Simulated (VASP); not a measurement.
Tl:

```
Tl
1.0
     3.45600    0.00000    0.00000
    -1.72800    2.99298    0.00000
     0.00000    0.00000    5.52500
Tl
2
Direct
  0.33333 0.66667 0.25000
  0.66667 0.33333 0.75000
```

Program: VASP 6.6.1. Alike in all runs: cell as given; k mesh 11 × 11 × 6; cutoff (eV) 520; smearing fermi-dirac 0.05 eV.

Order these runs on this cell by their pressure, lowest first.
A. level PBE; potentials or basis VASP PAW PBE potentials, release 64 (Tl_d); spin non-collinear, zero start, SOC
B. level LDA; potentials or basis VASP PAW LDA potentials, release 64 (Tl_d); spin off
C. level PBEsol; potentials or basis VASP PAW PBE potentials, release 64 (Tl_d); spin off

B (-1.7 GPa), C (-0.1 GPa), A (2.8 GPa).

Caveats: the PAW data sets were made with another functional, which shifts forces and pressure a little (at least some runs).
